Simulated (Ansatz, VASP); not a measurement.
**Two plane-wave programs on Sn**

The input INCAR:

```
SYSTEM = Sn
  PREC = Accurate
  ENCUT = 500
  EDIFF = 1E-6
  ISMEAR = 1
  SIGMA = 0.1
  LREAL = .False.
  LASPH = .True.
  NELM = 120
  ALGO = Normal
  ISIF = 2
  LWAVE = .False.
  LCHARG = .True.
  GGA = PS
  LELF = .True.
  LVHAR = .True.
  NBANDS = 13
  GGA_COMPAT = .False.
```

File KPOINTS:

```
Automatic mesh
0
Gamma
  10 10 10
  0 0 0
```

The input POSCAR:

```
Sn
1.0
    3.2816330257     -0.0000000182     -0.0000000315
   -1.0938776581      3.0939532938     -0.0000000315
   -1.0938776581     -1.5469766015      2.6794421768
Sn
1
Direct
    0.0000000000      0.0000000000      0.0000000000
```

Input for Ansatz:

```yaml
crystal:
  lattice:
    a: 3.281633
    b: 3.281633
    c: 3.281633
    alpha: 109.47122
    beta: 109.47122
    gamma: 109.47122
  atoms:
    - { symbol: Sn, position: [0.0, 0.0, 0.0] }
basis:
  ecutwfc: 470.0
kpoints:
  mp_grid:
    grid: [10, 10, 10]
    shift: [0.0, 0.0, 0.0]
hamiltonian:
  xc: pbesol
scf:
  occupations:
    method: methfessel_paxton
    width: 0.1
output:
  stress: true
```

Alike in both runs: task single point; functional PBEsol; k mesh 10 × 10 × 10; occupations methfessel-paxton of order 1, width 0.1 eV; no spin polarisation.

|  | VASP | Ansatz |
| --- | --- | --- |
| version | VASP 6.6.1 | Ansatz 0.2.0 |
| potentials or method | VASP PAW PBE potentials, release 64 (Sn_d), cutoff 500 eV | plane waves, PAW |
| valence electrons in the cell | 14 | 14 |

Ansatz gave:

| Item | Value |
| --- | --- |
| pressure (GPa) | -2.2 |

Question: Estimate VASP's values.

Answer: Pressure (GPa): -2.3.

VASP's potentials were made for PBE, not for PBEsol. With one functional, cell and mesh, what is left measures potentials, basis and numerics.
